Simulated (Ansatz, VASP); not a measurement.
One calculation of PbSe, two programs

Contents of INCAR:

```
SYSTEM = PbSe
ALGO = Normal
EDIFF = 1E-6
ENCUT = 520
GGA = PE
ISIF = 2
ISMEAR = -1
LASPH = .TRUE.
LCHARG = .FALSE.
LREAL = .FALSE.
LWAVE = .FALSE.
NBANDS = 17
NELM = 100
PREC = Accurate
SIGMA = 0.02
```

Contents of KPOINTS:

```
k-points
0
G
  8 8 8
  0 0 0
```

POSCAR

```
PbSe
1.0
    0.0000000000      2.9651541308      3.1137716549
    2.9651541308      0.0000000000      3.1137716549
    2.9651541308      2.9651541308      0.0000000000
Pb Se
1 1
Direct
    0.0000000000      0.0000000000      0.0000000000
    0.5000000000      0.5000000000      0.5000000000
```

Input for Ansatz:

```yaml
crystal:
  lattice:
    - [0.0, 2.9651541308, 3.1137716549]
    - [2.9651541308, 0.0, 3.1137716549]
    - [2.9651541308, 2.9651541308, 0.0]
  atoms:
    - { symbol: Pb, position: [0.0, 0.0, 0.0] }
    - { symbol: Se, position: [0.5, 0.5, 0.5] }
kpoints:
  mp_grid: { grid: [8, 8, 8] }
  band_path:
    path:
      - [0.0, 0.0, 0.0]
      - [0.5, 0.0, 0.5]
      - [0.625, 0.25, 0.625]
      - [0.375, 0.375, 0.75]
      - [0.5, 0.5, 0.5]
      - [0.5, 0.25, 0.75]
      - [0.0, 0.0, 0.5]
    npoints: 1
hamiltonian:
  xc: pbe
scf:
  occupations: { method: fermi_dirac, width: 0.02 }
  n_extra_bands: 4
output:
  forces: true
  stress: true
  eigenvalues: true
```

Change from the starting cell: epitaxial_xy strain -4.0%.

Alike in both runs: task single point; functional PBE; k mesh 8 × 8 × 8; occupations fermi-dirac, width 0.02 eV; no spin polarisation.

```csv
,VASP,Ansatz
version,VASP 6.6.1,Ansatz 0.2.0
potentials or method,"VASP PAW PBE potentials, release 64 (Pb_d, Se)","plane waves, PAW"
plane-wave cutoff (eV),520,420
valence electrons in the cell,20,30
```

|  | VASP | Ansatz | Ansatz less VASP |
| --- | --- | --- | --- |
| pressure (GPa) | 5.7 | 5.7 | +0.01 |
| traceless stress, the component that is largest in VASP (GPa) | -4.73 | -4.71 | +0.013 |

VASP's potentials hold 20 valence electrons a cell and Ansatz's 30, so a difference there can come from the potentials and not from the codes.

Neither program's run includes spin-orbit coupling.
